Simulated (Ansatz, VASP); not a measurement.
## Na2S: VASP beside Ansatz

INCAR

```
SYSTEM = Na2S
PREC = Accurate
ENCUT = 500
EDIFF = 1E-6
ISMEAR = 0
SIGMA = 0.05
LREAL = .FALSE.
LASPH = .TRUE.
NELM = 120
ALGO = Normal
ISIF = 2
LWAVE = .FALSE.
LCHARG = .FALSE.
GGA = PS
NBANDS = 17
GGA_COMPAT = .FALSE.
```

KPOINTS

```
regular mesh
0
G
  10 10 10
  0 0 0
```

The input POSCAR:

```
Na2S
1.0
    0.0000000000      3.2629996103      3.2629996103
    3.2629996103      0.0000000000      3.2629996103
    3.2629996103      3.2629996103      0.0000000000
Na S
2 1
Direct
    0.2500000000      0.2500000000      0.2500000000
    0.7500000000      0.7500000000      0.7500000000
    0.0000000000      0.0000000000      0.0000000000
```

Input for Ansatz:

```yaml
crystal:
  lattice:
    - [0.0, 3.2629996103, 3.2629996103]
    - [3.2629996103, 0.0, 3.2629996103]
    - [3.2629996103, 3.2629996103, 0.0]
  atoms:
    - { symbol: Na, position: [0.25, 0.25, 0.25] }
    - { symbol: Na, position: [0.75, 0.75, 0.75] }
    - { symbol: S, position: [0.0, 0.0, 0.0] }
basis:
  ecutwfc: 420
  ecutrho_ratio: 4
kpoints:
  mp_grid: { grid: [10, 10, 10] }
hamiltonian:
  xc: pbesol
scf:
  occupations: { method: gaussian, width: 0.05 }
output:
  forces: true
  stress: true
  eigenvalues: true
  states_by_energy: { minimum_broadening: 0.05 }
```

Alike in both runs: task single point; functional PBEsol; k mesh 10 × 10 × 10; occupations gaussian, width 0.05 eV; no spin polarisation.

|  | VASP | Ansatz |
| --- | --- | --- |
| version | VASP 6.6.1 | Ansatz 0.2.0 |
| potentials or method | VASP PAW PBE potentials, release 64 (Na_pv, S), cutoff 500 eV | scalar-relativistic, plane waves, PAW |
| valence electrons in the cell | 20 | 24 |

```tsv
	VASP	Ansatz	Ansatz less VASP
gap on the k mesh at the Fermi level (eV)	2.39	2.39	+0.002
least direct gap on the mesh (eV)	2.39	2.39	+0.002
pressure (GPa)	-0.2	-0.3	-0.07
```

VASP's potentials were made for PBE, not for PBEsol. The functional is the same, so the differences come from potentials, cutoffs and numerics. VASP's potentials hold 20 valence electrons a cell and Ansatz's 24, so a difference there can come from the potentials and not from the codes.
